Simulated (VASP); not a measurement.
# PtS2 (P-3m1) in VASP: further runs

PtS2 is run at these levels: PBE; tasks: single point.

Program: VASP 6.6.1. These are calculated values, not measurements. Logs are shortened: lines on timing, memory, paths and dates and some standing lists are left out, and cuts for length are marked.

### 1 The cell of the first run

Symmetry: P-3m1, No. 164, trigonal system. Conventional cell: a = 3.553 Å, b = 3.553 Å, c = 5.123 Å, α = 90.00°, β = 90.00°, γ = 120.00°. Within 3.2 Å of Pt (site symmetry -3m) lie 6 S at 2.39 Å. Within 3.2 Å of S (site symmetry 3m) lie 3 Pt at 2.39 Å and 3 S at 3.20 Å.

### 2 Single point, PBE

Contents of INCAR:

```
ALGO = Normal
EDIFF = 1E-6
ENCUT = 570
GGA = PE
GGA_COMPAT = False
ISIF = 2
ISMEAR = -1
LASPH = True
LCHARG = False
LREAL = False
LWAVE = False
NBANDS = 22
NELM = 120
PREC = Accurate
SIGMA = 0.02
```

Contents of KPOINTS:

```
k-points
0
Gamma
  12 12 6
```

Contents of POSCAR:

```
PtS2
1.0
    3.5526415799      0.0000000000      0.0000000000
   -1.7763207900      3.0766778587      0.0000000000
    0.0000000000      0.0000000000      5.1227110550
Pt S
1 2
Direct
    0.0000000000      0.0000000000      0.0000000000
    0.3333333333      0.6666666667      0.2392599767
    0.6666666667      0.3333333333      0.7607400233
```

Potentials or basis: VASP PAW PBE potentials, release 64 (Pt_sv_GW, S).

Started as:

```
> cat potpaw_PBE.64/Pt_sv_GW/POTCAR potpaw_PBE.64/S/POTCAR > POTCAR
> mpirun -np 1 vasp_std > vasp.out
```

OUTCAR:

```text
EDIFF = 1E-6
   ENCUT = 570
   GGA = PE
   ISIF = 2
   ISMEAR = -1
   LASPH = True
   LREAL = False
   NELM = 120
   PREC = Accurate

 ion  position               nearest neighbor table
   1  0.000  0.000  0.000-   2 2.39   3 2.39   2 2.39   3 2.39   3 2.39   2 2.39
   2  0.333  0.667  0.239-   1 2.39   1 2.39   1 2.39
   3  0.667  0.333  0.761-   1 2.39   1 2.39   1 2.39

  LATTYP: Found a hexagonal cell.
 ALAT       =     3.5526415799
 C/A-ratio  =     1.4419442378

  Lattice vectors:

 A1 = (   3.5526415799,   0.0000000000,   0.0000000000)
 A2 = (  -1.7763207900,   3.0766778587,   0.0000000000)
 A3 = (   0.0000000000,   0.0000000000,   5.1227110550)

Analysis of symmetry for initial positions (statically):
=====================================================================
 Subroutine PRICEL returns:
 Original cell was already a primitive cell.

 Routine SETGRP: Setting up the symmetry group for a
 hexagonal supercell.

 Subroutine GETGRP returns: Found 12 space group operations
 (whereof 12 operations were pure point group operations)
 out of a pool of 24 trial point group operations.

The static configuration has the point symmetry D_3d.

Analysis of symmetry for dynamics (positions and initial velocities):
=====================================================================
 Subroutine PRICEL returns:
 Original cell was already a primitive cell.

 Routine SETGRP: Setting up the symmetry group for a
 hexagonal supercell.

 Subroutine GETGRP returns: Found 12 space group operations
 (whereof 12 operations were pure point group operations)
 out of a pool of 24 trial point group operations.

The dynamic configuration has the point symmetry D_3d.

 Subroutine INISYM returns: Found 12 space group operations
 (whereof 12 operations are pure point group operations),
 and found     1 'primitive' translations

----------------------------------------------------------------------------------------

                                     Primitive cell

  volume of cell :      55.9929

  direct lattice vectors                    reciprocal lattice vectors
     3.552641580  0.000000000  0.000000000     0.281480689  0.162512952  0.000000000
    -1.776320790  3.076677859  0.000000000     0.000000000  0.325025903  0.000000000
     0.000000000  0.000000000  5.122711055     0.000000000  0.000000000  0.195209136

  length of vectors
     3.552641580  3.552641580  5.122711055     0.325025903  0.325025903  0.195209136

  position of ions in fractional coordinates (direct lattice)
     0.000000000  0.000000000  0.000000000
     0.333333333  0.666666667  0.239259977
     0.666666667  0.333333333  0.760740023

  ion indices of the primitive-cell ions
   primitive index   ion index
                 1           1
                 2           2
                 3           3

----------------------------------------------------------------------------------------

 KPOINTS: k-points

Automatic generation of k-mesh.
 Grid dimensions read from file:
 generate k-points for:   12   12    6

 Generating k-lattice:

  Cartesian coordinates                     Fractional coordinates (reciprocal lattice)
     0.023456724  0.013542746  0.000000000     0.083333333  0.000000000  0.000000000
     0.000000000  0.027085492  0.000000000     0.000000000  0.083333333  0.000000000
     0.000000000  0.000000000  0.032534856     0.000000000  0.000000000  0.166666667

  Length of vectors
     0.027085492  0.027085492  0.032534856

  Shift w.r.t. Gamma in fractional coordinates (k-lattice)
     0.000000000  0.000000000  0.000000000

 Subroutine IBZKPT returns following result:
 ===========================================

 Found    100 irreducible k-points:

 Following reciprocal coordinates:
            Coordinates               Weight
  0.000000  0.000000  0.000000      1.000000
  0.083333 -0.000000  0.000000      6.000000
  0.166667  0.000000  0.000000      6.000000
  0.250000 -0.000000  0.000000      6.000000
  0.333333 -0.000000  0.000000      6.000000
  0.416667  0.000000  0.000000      6.000000
[... 16 lines left out ...]
  0.166667  0.000000  0.166667      6.000000
  0.000000  0.166667  0.166667      6.000000
 [... further k-points ...]
   k-points           NKPTS =    100   k-points in BZ     NKDIM =    100   number of bands    NBANDS=     22
   number of dos      NEDOS =    301   number of ions     NIONS =      3
   total plane-waves  NPLWV =  31360
   dimension x,y,z NGX =    28 NGY =   28 NGZ =   40
   dimension x,y,z NGXF=    56 NGYF=   56 NGZF=   80
   ions per type =               1   2
   NGX,Y,Z   is equivalent  to a cutoff of  13.10, 13.10, 12.98 a.u.
   NGXF,Y,Z  is equivalent  to a cutoff of  26.21, 26.21, 25.96 a.u.
 SYSTEM =  unknown system
   PREC   = accura    normal or accurate (medium, high low for compatibility)
   ISTART =      0    job   : 0-new  1-cont  2-samecut
   ICHARG =      2    charge: 1-file 2-atom 10-const
   ISPIN  =      1    spin polarized calculation?
   LNONCOLLINEAR =      F non collinear calculations
   LSORBIT =      F    spin-orbit coupling
   LASPH  =      T    aspherical Exc in radial PAW
   ENCUT  =  570.0 eV  41.89 Ry    6.47 a.u.   6.92  6.92  9.97*2*pi/ulx,y,z
   NELM   =    120;   NELMIN=  2; NELMDL= -5     # of ELM steps
   EDIFF  = 0.1E-05   stopping-criterion for ELM
   LREAL  =      F    real-space projection
   EDIFFG = 0.1E-04   stopping-criterion for IOM
   NSW    =      0    number of steps for IOM
   IBRION =     -1    ionic relax: 0-MD 1-quasi-New 2-CG
   NFREE  =      0    steps in history (QN), initial steepest desc. (CG)
   ISIF   =      2    stress and relaxation
   ISYM   =      2    0-nonsym 1-usesym 2-fastsym
   POTIM  = 0.5000    time-step for ionic-motion
   TEBEG  =    0.0;   TEEND  =   0.0 temperature during run
   PSTRESS=    0.0 pullay stress
   NELECT =      30.0000    total number of electrons
   NUPDOWN=      -1.0000    fix difference up-down
   EMIN   =  10.00;   EMAX   =-10.00  energy-range for DOS
   EFERMI =   0.00;   METHOD = LEGACY
   ISMEAR =    -1;   SIGMA  =   0.02  broadening in eV -4-tet -1-fermi 0-gaus
   EFERMI_NEDOS =   21; number of points for ismear=-14 and -15
   IALGO  =     38    algorithm
   IMIX   =      4    mixing-type and parameters
     AMIX     =   0.40;   BMIX     =  1.00
     AMIX_MAG =   1.60;   BMIX_MAG =  1.00
  volume/ion in A,a.u.               =      18.66       125.95
  Fermi-wavevector in a.u.,A,eV,Ry     =   1.329650  2.512675 24.054697  1.767970
  Thomas-Fermi vector in A             =   2.458797
   LORBIT       =      0    0 simple, 1 ext, 2 COOP (PROOUT), +10 PAW based schemes
   GGA     = PE    functional components
   LHFCALC =     F    Hartree Fock is set to
   AEXX    =    0.0000 exact exchange contribution
   IVDW    =     0    specifies the selected vdW correction
   LEPSILON=     F    determine dielectric tensor
   LRPA    =     F    only Hartree local field effects (RPA)
 non-spin polarized calculation
  energy-cutoff  :      570.00
  volume of cell :       55.99
 maximum number of plane-waves:      1752
   NGX = 13   NGY = 13   NGZ = 19

 number of electron      29.9999999 magnetization

 Free energy of the ion-electron system (eV)
  ---------------------------------------------------
  ext. energy  EPLUGINS =         0.00000000
  ---------------------------------------------------
  free energy    TOTEN  =       -15.36453383 eV

  energy without entropy =      -15.36453383  energy(sigma->0) =      -15.36453383

 E-fermi :   6.6593     XC(G=0): -10.6867

 val. band max:        6.3003105199   @ k =   0.0000   0.1667   0.1667
 cond. band min:       7.0157723962   @ k =   0.0000   0.2500   0.3333
 fundamental gap:      0.7154618762
 Fermi energy:         6.6592935382

 k-point     1 :       0.0000    0.0000    0.0000
  band No.  band energies     occupation
      1     -93.2152      2.00000
      2     -47.3620      2.00000
      3     -47.3620      2.00000
      4     -47.2702      2.00000
      5      -8.8280      2.00000
      6      -6.0154      2.00000
[... 14 lines left out ...]
     21      14.3878      0.00000
     22      18.6867      0.00000

 k-point     2 :       0.0833   -0.0000    0.0000
  band No.  band energies     occupation
      1     -93.2156      2.00000
      2     -47.3637      2.00000
      3     -47.3625      2.00000
      4     -47.2703      2.00000
      5      -8.7396      2.00000
      6      -6.0562      2.00000
[... 14 lines left out ...]
     21      14.6658      0.00000
     22      17.7332      0.00000

 k-point     3 :       0.1667    0.0000    0.0000
  band No.  band energies     occupation
      1     -93.2160      2.00000
      2     -47.3680      2.00000
      3     -47.3638      2.00000
      4     -47.2701      2.00000
      5      -8.4844      2.00000
      6      -6.1661      2.00000
[... 14 lines left out ...]
     21      15.3390      0.00000
     22      16.3075      0.00000

 k-point     4 :       0.2500   -0.0000    0.0000
  band No.  band energies     occupation
      1     -93.2158      2.00000
      2     -47.3732      2.00000
      3     -47.3651      2.00000
      4     -47.2694      2.00000
      5      -8.0943      2.00000
      6      -6.3151      2.00000
[... 14 lines left out ...]
     21      15.3694      0.00000
     22      15.6063      0.00000

 k-point     5 :       0.3333   -0.0000    0.0000
  band No.  band energies     occupation
      1     -93.2158      2.00000
      2     -47.3785      2.00000
      3     -47.3665      2.00000
      4     -47.2687      2.00000
      5      -7.6315      2.00000
      6      -6.4722      2.00000
[... 417 lines left out ...]
 k-point    22 :       0.0000    0.0833    0.1667
  band No.  band energies     occupation
      1     -93.2159      2.00000
      2     -47.3638      2.00000
      3     -47.3627      2.00000
      4     -47.2708      2.00000
      5      -8.6672      2.00000
      6      -6.2286      2.00000
[... 14 lines left out ...]
     21      14.8132      0.00000
     22      16.9927      0.00000

 k-point    23 :       0.1667    0.0000    0.1667
  band No.  band energies     occupation
      1     -93.2159      2.00000
      2     -47.3678      2.00000
      3     -47.3638      2.00000
      4     -47.2701      2.00000
      5      -8.4096      2.00000
      6      -6.3208      2.00000
[... 14 lines left out ...]
     21      14.9368      0.00000
     22      16.0312      0.00000

 k-point    24 :       0.0000    0.1667    0.1667
  band No.  band energies     occupation
      1     -93.2160      2.00000
      2     -47.3679      2.00000
      3     -47.3638      2.00000
      4     -47.2701      2.00000
      5      -8.4177      2.00000
      6      -6.2973      2.00000
[... 14 lines left out ...]
     21      15.7015      0.00000
     22      15.7059      0.00000

 [... further k-points ...]
[... 5 lines left out ...]
  --------------------------------------------------------------------------------------
  -------------------------------------------------------------------------------------
  Total        1.1700749      1.1700749      0.6851557     -0.0000000      0.0000000      0.0000000
  in kB       33.4804239     33.4804239     19.6049882     -0.0000000      0.0000000      0.0000000
  external PRESSURE =      28.8552787 kB  Pullay stress =       0.0000000 kB

 VOLUME and BASIS-vectors are now :
 -----------------------------------------------------------------------------
  energy-cutoff  :      570.00
  volume of cell :       55.99
      direct lattice vectors                 reciprocal lattice vectors
     3.552641580  0.000000000  0.000000000     0.281480689  0.162512952  0.000000000
    -1.776320790  3.076677859  0.000000000     0.000000000  0.325025903  0.000000000
     0.000000000  0.000000000  5.122711055     0.000000000  0.000000000  0.195209136

 POSITION                                       TOTAL-FORCE (eV/Angst)
 -----------------------------------------------------------------------------------
      0.00000      0.00000      0.00000         0.000000      0.000000     -0.000000
     -0.00000      2.05112      1.22566        -0.000000      0.000000      0.039987
      1.77632      1.02556      3.89705         0.000000      0.000000     -0.039987
 -----------------------------------------------------------------------------------
    total drift:                                0.000000      0.000000     -0.000000

  FREE ENERGIE OF THE ION-ELECTRON SYSTEM (eV)
  ---------------------------------------------------
  free  energy   TOTEN  =       -15.3645338292 eV

  energy  without entropy=      -15.3645338290  energy(sigma->0) =      -15.36453383
```

Wall time 3.8 min (1 thread of AMD EPYC, shared host); peak memory 0.25 GiB.

Results:

| Property | Result |
| --- | --- |
| Free energy | -15.3645 eV |
| Pressure | 2.9 GPa |
| Largest force | 0.040 eV/Å |
| Band gap on the k mesh | 0.72 eV (least direct gap 0.97 eV) |

Forces in eV/Å, atoms in the order of the input:
```
Pt   0.000  0.000  0.000
S    0.000  0.000  0.040
S    0.000  0.000 -0.040
```

Caveat: spin-orbit coupling is left out, which moves the levels of the heavy elements. A k mesh can miss the band edges.

### 3 Single point, PBE (epitaxial xy strain +2.0%)

Contents of INCAR:

```
PREC = Accurate
ENCUT = 570
EDIFF = 1E-6
ISMEAR = -1
SIGMA = 0.02
LREAL = False
LASPH = True
NELM = 120
ALGO = Normal
ISIF = 2
LWAVE = False
LCHARG = False
GGA = PE
NBANDS = 22
GGA_COMPAT = False
```

Contents of KPOINTS:

```
Automatic mesh
0
Gamma
  12 12 6
```

Contents of POSCAR:

```
PtS2
1.0
    3.6236944115      0.0000000000      0.0000000000
   -1.8118472058      3.1382114159      0.0000000000
    0.0000000000      0.0000000000      4.9132539874
Pt S
1 2
Direct
    0.0000000000      0.0000000000      0.0000000000
    0.3333333333      0.6666666667      0.2416455038
    0.6666666667      0.3333333333      0.7583544962
```

Potentials or basis: VASP PAW PBE potentials, release 64 (Pt_sv_GW, S).

Started as:

```
> cat potpaw_PBE.64/Pt_sv_GW/POTCAR potpaw_PBE.64/S/POTCAR > POTCAR
> mpirun -np 1 vasp_std > vasp.out
```

It took 1.8 min on 1 thread of Intel Xeon Platinum 8259CL at 2.50GHz (Skylake/Cascade Lake), shared host; peak memory 0.28 GiB.

The run converged. Its results:

- Free energy: -15.3544 eV
- Pressure: 0.0 GPa
- Largest force: 0.028 eV/Å
- Band gap on the k mesh: 0.52 eV (least direct gap 0.99 eV)

Forces on the atoms (eV/Å):
```
Pt   0.000  0.000  0.000
S    0.000  0.000  0.028
S    0.000  0.000 -0.028
```

Stress tensor (GPa, compression positive):
```
-0.86  0.00  0.00
 0.00 -0.86  0.00
 0.00  0.00  1.85
```

Levels at points of the mesh, in eV from the valence-band top:
```tsv
k point	band 13	band 14	band 15	band 16	band 17	band 18
(0.00, 0.00, 0.00)	-1.30	-1.30	0.00	1.78	1.78	4.34
(0.50, 0.00, 0.00)	-3.24	-3.16	-2.54	1.21	2.40	5.24
(0.00, 0.00, 0.50)	-1.60	-1.60	-1.23	2.43	2.43	5.45
(0.50, 0.00, 0.50)	-2.98	-2.84	-1.36	1.42	1.81	5.09
```

Caveat: the cell differs from its parent crystal (epitaxial xy strain +2.0%); spin-orbit coupling is left out, which moves the levels of the heavy elements.
